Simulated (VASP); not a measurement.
Write the native input for VASP 6.6.1 that does the following.

```yaml
Task: single point
Functional: PBE
Potentials_or_basis: VASP PAW PBE potentials, release 64 (Mn_pv, O)
Cutoff: 520 eV
k_mesh: 10 × 10 × 10
Occupations: fermi-dirac, width 0.05 eV
Spin: collinear spin, ferromagnetic start
Starting_moments: "[5.5, 0.0] μB"
Dipole_correction: no
Further_INCAR_settings: ALGO = Normal; EDIFF = 1e-06; NBANDS = 20
```

The structure of MnO lies in POSCAR:

```
MnO
1.0
    2.6723886600      0.0000000000      0.0000000000
    0.0000000000      2.6723886600      0.0000000000
    0.0000000000      0.0000000000      2.6723886600
Mn O
1 1
Direct
    0.0000000000      0.0000000000      0.0000000000
    0.5000000000      0.5000000000      0.5000000000
```

These files were run (other wordings do the same):

INCAR

```
PREC     = Accurate       # precision mode
ENCUT    = 520            # plane-wave cutoff, eV
EDIFF    = 1E-6           # SCF threshold, eV
ISMEAR   = -1             # smearing method
SIGMA    = 0.05           # smearing width, eV
LREAL    = False          # projectors in reciprocal space
LASPH    = True           # aspherical terms in the spheres
NELM     = 150            # most SCF steps
ALGO     = Normal         # electronic algorithm
ISIF     = 2              # what is computed and relaxed
LWAVE    = False          # write WAVECAR
LCHARG   = True           # write CHGCAR
ISPIN    = 2              # spin polarisation
MAGMOM   = 5.5 0          # initial moments
LORBIT   = 11             # projections on sites
LMAXMIX  = 4              # l up to which the mixer works
GGA      = PE             # functional
LELF     = True           # ELF
LVHAR    = True         
NBANDS   = 20             # bands
```

KPOINTS

```
Automatic mesh
0
Gamma
  10 10 10
```

Potentials or basis: VASP PAW PBE potentials, release 64 (Mn_pv, O).

Run with:

```console
$ cat potpaw_PBE.64/Mn_pv/POTCAR potpaw_PBE.64/O/POTCAR > POTCAR
$ mpirun -np 1 vasp_std > vasp.out
```

It gave:

```
Pressure                                              : 5.9 GPa
Net moment                                            : 4.19 μB per cell
Site moments                                          : Mn +3.90; O +0.11 μB
Valence electrons inside the program's atomic spheres : Mn 11.46; O 4.95
```

Caveat: a cell with one magnetic atom can't hold antiferromagnetic order, which such compounds often take.

Run time: 63 s on 1 thread of Intel Xeon 8259CL, on a shared host, peak memory 0.15 GiB.
